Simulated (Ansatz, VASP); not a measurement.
**Sc2GaN2: VASP beside Ansatz**

```xyz
5
Lattice="4.3517 0.0000 0.0000 -2.1759 3.7687 0.0000 0.0000 0.0000 4.2682" Properties=species:S:1:pos:R:3 pbc="T T T"
Sc    0.0000    2.5125    0.0000
Sc    0.0000    0.0000    0.0000
Ga    2.1759    1.2562    2.1341
N     2.1759    1.2562    0.0000
N     0.0000    2.5125    2.1341
```

Alike in both runs: functional PBE; k mesh 6 × 6 × 4; occupations gaussian, width 0.1 eV; no spin polarisation.

Ansatz relaxed the structure, and its values are those at the end. VASP's run is a single point on that final structure, the one shown.

|  | VASP | Ansatz |
| --- | --- | --- |
| version | VASP 6.6.1 | Ansatz 0.2.0 |
| potentials or method | VASP PAW PBE potentials, release 64 (Sc_sv, Ga_d, N), cutoff 520 eV | scalar-relativistic, plane waves, PAW |
| valence electrons in the cell | 45 | 45 |

VASP gave:

* gap on the k mesh at the Fermi level (eV): none
* pressure (GPa): 0.5

**Question.** Which values does Ansatz return?

**Answer.** gap on the k mesh at the Fermi level (eV): none; pressure (GPa): 0.1.

A gap of «none» marks a metal or a gap that the smearing closes.

The k mesh is coarse, so the values compare programs but aren't converged.
